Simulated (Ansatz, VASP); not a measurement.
## KCl in VASP and in Ansatz

Contents of INCAR:

```
SYSTEM = KCl
ALGO = Normal ; EDIFF = 1E-7
ENCUT = 520 ; GGA = PE
ISIF = 2 ; ISMEAR = -1
LASPH = .TRUE. ; LCHARG = .FALSE.
LREAL = .FALSE. ; LWAVE = .FALSE.
NBANDS = 15 ; NELM = 100
PREC = Accurate ; SIGMA = 0.02
```

The input KPOINTS:

```
k-points
0
G
  7 7 7
  0 0 0
```

POSCAR

```
KCl
1.0
    3.6340000000      0.0181700000      0.0181700000
    0.0181700000      3.6340000000      0.0181700000
    0.0181700000      0.0181700000      3.6340000000
K Cl
1 1
Direct
    0.0000000000      0.0000000000      0.0000000000
    0.5000000000      0.5000000000      0.5000000000
```

Input for Ansatz:

```yaml
crystal:
  lattice:
    - [3.634, 0.01817, 0.01817]
    - [0.01817, 3.634, 0.01817]
    - [0.01817, 0.01817, 3.634]
  atoms:
    - { symbol: K, position: [0.0, 0.0, 0.0] }
    - { symbol: Cl, position: [0.5, 0.5, 0.5] }
kpoints:
  mp_grid: { grid: [7, 7, 7] }
  band_path:
    path:
      - [0.0, 0.0, 0.0]
      - [0.5, 0.5, 0.5]
      - [0.5098274679, 0.4901725321, 0.5]
      - [0.5, -0.4901725321, 0.4901725321]
      - [0.5, 0.0, 0.0]
      - [0.0, 0.0, 0.0]
      - [0.4950862661, -0.4950862661, 0.0]
      - [0.5049137339, 0.0, 0.4950862661]
      - [0.5, 0.0, 0.5]
    npoints: 5
scf:
  occupations: { method: fermi_dirac, width: 0.02 }
hamiltonian:
  xc: pbe
  pseudopotentials: { kind: all_electron, lapw: { basis_error: 0.0005 } }
output:
  forces: true
  stress: true
  eigenvalues: true
```

Change from the starting cell: equal xy, yz and zx shear strains of +1 %.

Alike in both runs: task single point; functional PBE; k mesh 7 × 7 × 7; occupations fermi-dirac, width 0.02 eV; no spin polarisation.

|  | VASP | Ansatz |
| --- | --- | --- |
| version | VASP 6.6.1 | Ansatz 0.2.0 |
| potentials or method | VASP PAW PBE potentials, release 64 (K_sv, Cl), cutoff 520 eV | all-electron LAPW, scalar-relativistic |

|  | VASP | Ansatz | Ansatz less VASP |
| --- | --- | --- | --- |
| gap on the k mesh at the Fermi level (eV) | 5.61 | 5.61 | +0.002 |
| pressure (GPa) | 4.5 | 4.5 | -0.06 |
| traceless stress, the component that is largest in VASP (GPa) | -0.14 | -0.14 | +0.003 |

Ansatz ran all-electron here, and VASP with PAW potentials.
